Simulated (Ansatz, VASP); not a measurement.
# One calculation of CdSe, two programs

```xyz
2
Lattice="0.0000 3.0039 3.0039 3.0039 0.0000 3.0039 3.0039 3.0039 0.0000" Properties=species:S:1:pos:R:3 pbc="T T T"
Cd    0.0000    0.0000    0.0000
Se    1.5019    1.5019    1.5019
```

Alike in both runs: task single point; functional LDA; k mesh 10 × 10 × 10; occupations gaussian, width 0.02 eV; no spin polarisation.

|  | VASP | Ansatz |
| --- | --- | --- |
| version | VASP 6.6.1 | Ansatz 0.2.0 |
| potentials or method | VASP PAW LDA potentials, release 64 (Cd, Se), cutoff 500 eV | scalar-relativistic, plane waves, PAW |
| valence electrons in the cell | 18 | 36 |

```csv
,VASP,Ansatz,Ansatz less VASP
gap on the k mesh at the Fermi level (eV),0.44,0.41,-0.033
least direct gap on the mesh (eV),0.44,0.41,-0.033
pressure (GPa),0.5,0.0,-0.48
```

Ansatz warns that its potentials were made for another functional, while VASP's fit it. LDA's correlation is that of Perdew and Zunger in VASP and of Perdew and Wang (1992) in Ansatz. VASP's potentials hold 18 valence electrons a cell and Ansatz's 36, so a difference there can come from the potentials and not from the codes.
